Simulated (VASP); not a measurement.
# BaZn2F6 (Fm-3m) in VASP: single point with PBE

Aim: the single point of BaZn2F6 with PBE.

Program: VASP 6.6.1. These are calculated values, not measurements. Logs are shortened: lines on timing, memory, paths and dates and some standing lists are left out, and cuts for length are marked.

## (1) The cell of the first run

Symmetry: Fm-3m, No. 225, cubic system. Conventional cell: a = 7.986 Å, b = 7.986 Å, c = 7.986 Å, α = 90.00°, β = 90.00°, γ = 90.00°. Ba (site symmetry m-3m) has 6 F at 1.90 Å within 2.5 Å. Zn (site symmetry -43m) has 12 F at 2.83 Å and 4 Ba at 3.46 Å within 3.7 Å. Within 2.5 Å of F (site symmetry 4mm) lie 1 Ba at 1.90 Å.

The cell was built from a structure type or drawn by symmetry, and may not be a known phase.

## (2) Single point, PBE

The input, INCAR:

```
PREC = Accurate ; ENCUT = 520
EDIFF = 1E-6 ; ISMEAR = 0
SIGMA = 0.1 ; LREAL = False
LASPH = True ; NELM = 60
ALGO = Normal ; ISIF = 2
LWAVE = False ; LCHARG = False
GGA = PE ; NBANDS = 48
```

The input, KPOINTS:

```
regular mesh
0
Gamma
  4 4 4
```

The input, POSCAR:

```
BaZn2F6
1.0
    0.0000000000      3.9929297800      3.9929297800
    3.9929297800      0.0000000000      3.9929297800
    3.9929297800      3.9929297800      0.0000000000
Ba Zn F
1 2 6
Direct
    0.0000000000      0.0000000000      0.0000000000
    0.2500000000      0.2500000000      0.2500000000
    0.7500000000      0.7500000000      0.7500000000
    0.7619999900      0.2380000100      0.2380000100
    0.2380000100      0.7619999900      0.2380000100
    0.2380000100      0.7619999900      0.7619999900
    0.7619999900      0.2380000100      0.7619999900
    0.2380000100      0.2380000100      0.7619999900
    0.7619999900      0.7619999900      0.2380000100
```

Potentials or basis: VASP PAW PBE potentials, release 64 (Ba_sv, Zn, F).

Started as:

```sh
$ cat potpaw_PBE.64/Ba_sv/POTCAR potpaw_PBE.64/Zn/POTCAR potpaw_PBE.64/F/POTCAR > POTCAR
$ mpirun -np 1 vasp_std > vasp.out
```

OUTCAR:

```text
PREC = Accurate
   ENCUT = 520
   EDIFF = 1E-6
   ISMEAR = 0
   LREAL = False
   LASPH = True
   NELM = 60
   ISIF = 2
   GGA = PE

 ion  position               nearest neighbor table
   1  0.000  0.000  0.000-   4 1.90   5 1.90   6 1.90   7 1.90   8 1.90   9 1.90   3 3.46   3 3.46
                             2 3.46   3 3.46   3 3.46   2 3.46   2 3.46   2 3.46
   2  0.250  0.250  0.250-   1 3.46   1 3.46   1 3.46   1 3.46
   3  0.750  0.750  0.750-   1 3.46   1 3.46   1 3.46   1 3.46
   4  0.762  0.238  0.238-   1 1.90
   5  0.238  0.762  0.238-   1 1.90
   6  0.238  0.762  0.762-   1 1.90
   7  0.762  0.238  0.762-   1 1.90
   8  0.238  0.238  0.762-   1 1.90
   9  0.762  0.762  0.238-   1 1.90

  LATTYP: Found a face centered cubic cell.
 ALAT       =     7.9858595600

  Lattice vectors:

 A1 = (   0.0000000000,   3.9929297800,   3.9929297800)
 A2 = (   3.9929297800,   0.0000000000,   3.9929297800)
 A3 = (   3.9929297800,   3.9929297800,   0.0000000000)

Analysis of symmetry for initial positions (statically):
=====================================================================
 Subroutine PRICEL returns:
 Original cell was already a primitive cell.

 Routine SETGRP: Setting up the symmetry group for a
 face centered cubic supercell.

 Subroutine GETGRP returns: Found 48 space group operations
 (whereof 48 operations were pure point group operations)
 out of a pool of 48 trial point group operations.

The static configuration has the point symmetry O_h .

Analysis of symmetry for dynamics (positions and initial velocities):
=====================================================================
 Subroutine PRICEL returns:
 Original cell was already a primitive cell.

 Routine SETGRP: Setting up the symmetry group for a
 face centered cubic supercell.

 Subroutine GETGRP returns: Found 48 space group operations
 (whereof 48 operations were pure point group operations)
 out of a pool of 48 trial point group operations.

The dynamic configuration has the point symmetry O_h .

 Subroutine INISYM returns: Found 48 space group operations
 (whereof 48 operations are pure point group operations),
 and found     1 'primitive' translations

----------------------------------------------------------------------------------------

                                     Primitive cell

  volume of cell :     127.3225

  direct lattice vectors                    reciprocal lattice vectors
     0.000000000  3.992929780  3.992929780    -0.125221336  0.125221336  0.125221336
     3.992929780  0.000000000  3.992929780     0.125221336 -0.125221336  0.125221336
     3.992929780  3.992929780  0.000000000     0.125221336  0.125221336 -0.125221336

  length of vectors
     5.646855448  5.646855448  5.646855448     0.216889715  0.216889715  0.216889715

  position of ions in fractional coordinates (direct lattice)
     0.000000000  0.000000000  0.000000000
     0.250000000  0.250000000  0.250000000
     0.750000000  0.750000000  0.750000000
     0.761999990  0.238000010  0.238000010
     0.238000010  0.761999990  0.238000010
     0.238000010  0.761999990  0.761999990
     0.761999990  0.238000010  0.761999990
     0.238000010  0.238000010  0.761999990
     0.761999990  0.761999990  0.238000010

  ion indices of the primitive-cell ions
   primitive index   ion index
                 1           1
                 2           2
                 3           3
                 4           4
                 5           5
                 6           6
                 7           7
                 8           8
                 9           9

----------------------------------------------------------------------------------------

 KPOINTS: regular mesh

Automatic generation of k-mesh.
 Grid dimensions read from file:
 generate k-points for:    4    4    4

 Generating k-lattice:

  Cartesian coordinates                     Fractional coordinates (reciprocal lattice)
    -0.031305334  0.031305334  0.031305334     0.250000000  0.000000000  0.000000000
     0.031305334 -0.031305334  0.031305334     0.000000000  0.250000000  0.000000000
     0.031305334  0.031305334 -0.031305334     0.000000000  0.000000000  0.250000000

  Length of vectors
     0.054222429  0.054222429  0.054222429

  Shift w.r.t. Gamma in fractional coordinates (k-lattice)
     0.000000000  0.000000000  0.000000000

 Subroutine IBZKPT returns following result:
 ===========================================

 Found      8 irreducible k-points:

 Following reciprocal coordinates:
            Coordinates               Weight
  0.000000  0.000000  0.000000      1.000000
  0.250000  0.000000  0.000000      8.000000
  0.500000  0.000000  0.000000      4.000000
  0.250000  0.250000  0.000000      6.000000
  0.500000  0.250000  0.000000     24.000000
 -0.250000  0.250000  0.000000     12.000000
  0.500000  0.500000  0.000000      3.000000
 -0.250000  0.500000  0.250000      6.000000
   k-points           NKPTS =      8   k-points in BZ     NKDIM =      8   number of bands    NBANDS=     48
   number of dos      NEDOS =    301   number of ions     NIONS =      9
   total plane-waves  NPLWV =  74088
   dimension x,y,z NGX =    42 NGY =   42 NGZ =   42
   dimension x,y,z NGXF=    84 NGYF=   84 NGZF=   84
   ions per type =               1   2   6
   NGX,Y,Z   is equivalent  to a cutoff of  12.36, 12.36, 12.36 a.u.
   NGXF,Y,Z  is equivalent  to a cutoff of  24.73, 24.73, 24.73 a.u.
 SYSTEM =  unknown system
   PREC   = accura    normal or accurate (medium, high low for compatibility)
   ISTART =      0    job   : 0-new  1-cont  2-samecut
   ICHARG =      2    charge: 1-file 2-atom 10-const
   ISPIN  =      1    spin polarized calculation?
   LNONCOLLINEAR =      F non collinear calculations
   LSORBIT =      F    spin-orbit coupling
   LASPH  =      T    aspherical Exc in radial PAW
   ENCUT  =  520.0 eV  38.22 Ry    6.18 a.u.  10.50 10.50 10.50*2*pi/ulx,y,z
   NELM   =     60;   NELMIN=  2; NELMDL= -5     # of ELM steps
   EDIFF  = 0.1E-05   stopping-criterion for ELM
   LREAL  =      F    real-space projection
   EDIFFG = 0.1E-04   stopping-criterion for IOM
   NSW    =      0    number of steps for IOM
   IBRION =     -1    ionic relax: 0-MD 1-quasi-New 2-CG
   NFREE  =      0    steps in history (QN), initial steepest desc. (CG)
   ISIF   =      2    stress and relaxation
   ISYM   =      2    0-nonsym 1-usesym 2-fastsym
   POTIM  = 0.5000    time-step for ionic-motion
   TEBEG  =    0.0;   TEEND  =   0.0 temperature during run
   PSTRESS=    0.0 pullay stress
   NELECT =      76.0000    total number of electrons
   NUPDOWN=      -1.0000    fix difference up-down
   EMIN   =  10.00;   EMAX   =-10.00  energy-range for DOS
   EFERMI =   0.00;   METHOD = LEGACY
   ISMEAR =     0;   SIGMA  =   0.10  broadening in eV -4-tet -1-fermi 0-gaus
   EFERMI_NEDOS =   21; number of points for ismear=-14 and -15
   IALGO  =     38    algorithm
   IMIX   =      4    mixing-type and parameters
     AMIX     =   0.40;   BMIX     =  1.00
     AMIX_MAG =   1.60;   BMIX_MAG =  1.00
  volume/ion in A,a.u.               =      14.15        95.47
  Fermi-wavevector in a.u.,A,eV,Ry     =   1.378408  2.604813 25.851175  1.900008
  Thomas-Fermi vector in A             =   2.503472
   LORBIT       =      0    0 simple, 1 ext, 2 COOP (PROOUT), +10 PAW based schemes
   GGA     = PE    functional components
   LHFCALC =     F    Hartree Fock is set to
   AEXX    =    0.0000 exact exchange contribution
   IVDW    =     0    specifies the selected vdW correction
   LEPSILON=     F    determine dielectric tensor
   LRPA    =     F    only Hartree local field effects (RPA)
 non-spin polarized calculation
 Gauss-broadening in eV      SIGMA  =   0.10
  energy-cutoff  :      520.00
  volume of cell :      127.32
 maximum number of plane-waves:      3479
 NGX is ok and might be reduce to    42
   NGX = 21   NGY = 21   NGZ = 21

 number of electron      76.0000075 magnetization

 Free energy of the ion-electron system (eV)
  ---------------------------------------------------
  ext. energy  EPLUGINS =         0.00000000
  ---------------------------------------------------
  free energy    TOTEN  =       -12.82477356 eV

  energy without entropy =      -12.75237409  energy(sigma->0) =      -12.78857382

 E-fermi :   1.0685     XC(G=0):  -9.7814

 val. band max:        1.0188780337   @ k =   0.2500   0.2500   0.0000
 cond. band min:       1.0746285756   @ k =   0.5000   0.5000   0.0000
 fundamental gap:      0.0557505419
 Fermi energy:         1.0685129801

 k-point     1 :       0.0000    0.0000    0.0000
  band No.  band energies     occupation
      1     -28.0027      2.00000
      2     -23.8114      2.00000
      3     -23.8114      2.00000
      4     -23.8114      2.00000
      5     -23.0416      2.00000
      6     -23.0416      2.00000
[... 40 lines left out ...]
     47      10.3899      0.00000
     48      10.3899      0.00000

 k-point     2 :       0.2500    0.0000    0.0000
  band No.  band energies     occupation
      1     -27.9912      2.00000
      2     -23.8608      2.00000
      3     -23.7957      2.00000
      4     -23.7957      2.00000
      5     -23.0623      2.00000
      6     -23.0623      2.00000
[... 40 lines left out ...]
     47      10.4201      0.00000
     48      10.4202      0.00000

 k-point     3 :       0.5000    0.0000    0.0000
  band No.  band energies     occupation
      1     -27.9794      2.00000
      2     -23.9098      2.00000
      3     -23.7791      2.00000
      4     -23.7791      2.00000
      5     -23.0844      2.00000
      6     -23.0844      2.00000
[... 244 lines left out ...]
     47      10.5875      0.00000
     48      11.2207      0.00000

 k-point     8 :      -0.2500    0.5000    0.2500
  band No.  band energies     occupation
      1     -27.9717      2.00000
      2     -23.8281      2.00000
      3     -23.8276      2.00000
      4     -23.8276      2.00000
      5     -23.1269      2.00000
      6     -23.0663      2.00000
[... 40 lines left out ...]
     47      10.8502      0.00000
     48      10.8502      0.00000

------------------------ aborting loop because EDIFF is reached ----------------------------------------

  FORCE on cell =-STRESS in cart. coord.  units (eV):
  Direction    XX          YY          ZZ          XY          YZ          ZX
  --------------------------------------------------------------------------------------
  -------------------------------------------------------------------------------------
  Total       46.1001538     46.1001538     46.1001538     -0.0000000     -0.0000000     -0.0000000
  in kB      580.1067823    580.1067823    580.1067823     -0.0000000     -0.0000000     -0.0000000
  external PRESSURE =     580.1067823 kB  Pullay stress =       0.0000000 kB

 VOLUME and BASIS-vectors are now :
 -----------------------------------------------------------------------------
  energy-cutoff  :      520.00
  volume of cell :      127.32
      direct lattice vectors                 reciprocal lattice vectors
     0.000000000  3.992929780  3.992929780    -0.125221336  0.125221336  0.125221336
     3.992929780  0.000000000  3.992929780     0.125221336 -0.125221336  0.125221336
     3.992929780  3.992929780  0.000000000     0.125221336  0.125221336 -0.125221336

 POSITION                                       TOTAL-FORCE (eV/Angst)
 -----------------------------------------------------------------------------------
      0.00000      0.00000      0.00000         0.000000     -0.000000      0.000000
      1.99646      1.99646      1.99646         0.000000      0.000000      0.000000
      5.98939      5.98939      5.98939        -0.000000     -0.000000      0.000000
      1.90063      3.99293      3.99293        11.477392     -0.000000      0.000000
      3.99293      1.90063      3.99293         0.000000     11.477392      0.000000
      6.08522      3.99293      3.99293       -11.477392     -0.000000      0.000000
      3.99293      6.08522      3.99293         0.000000    -11.477392      0.000000
      3.99293      3.99293      1.90063         0.000000     -0.000000     11.477392
      3.99293      3.99293      6.08522         0.000000     -0.000000    -11.477392
 -----------------------------------------------------------------------------------
    total drift:                               -0.000000      0.000000      0.000000

  FREE ENERGIE OF THE ION-ELECTRON SYSTEM (eV)
  ---------------------------------------------------
  free  energy   TOTEN  =       -12.8247735568 eV

  energy  without entropy=      -12.7523740889  energy(sigma->0) =      -12.78857382
```

Wall time 53 s (1 thread of Intel Xeon Platinum 8488C (Sapphire Rapids), shared host); peak memory 0.27 GiB.

Results:

| Item | Value |
| --- | --- |
| Free energy | -12.8248 eV |
| Pressure | 58.0 GPa |
| Largest force | 11.477 eV/Å |
| Band gap on the k mesh | zero (bands 38 and 39 overlap by 0.36 eV) |

Forces on the atoms (eV/Å):
```
Ba    0.000   0.000   0.000
Zn    0.000   0.000   0.000
Zn    0.000   0.000   0.000
F    11.477   0.000   0.000
F     0.000  11.477   0.000
F   -11.477   0.000   0.000
F     0.000 -11.477   0.000
F     0.000   0.000  11.477
F     0.000   0.000 -11.477
```

Levels at points of the mesh, in eV from the Fermi level:
```
           k point  band 35  band 36  band 37  band 38  band 39  band 40  band 41  band 42
(0.00, 0.00, 0.00)    -4.05    -1.98    -0.49    -0.32    -0.32    -0.32     5.98     5.98
(0.50, 0.00, 0.00)    -3.28    -0.69    -0.30    -0.11     0.14     0.14     4.98     5.35
(0.50, 0.50, 0.00)    -3.12    -0.07    -0.07     0.01     0.13     0.39     3.43     4.95
```

Caveat: the cell stands under pressure; spin-orbit coupling is left out, which moves the levels of the heavy elements; forces of over 1 eV/Å act on the atoms, so gaps and moduli don't describe the material at rest.
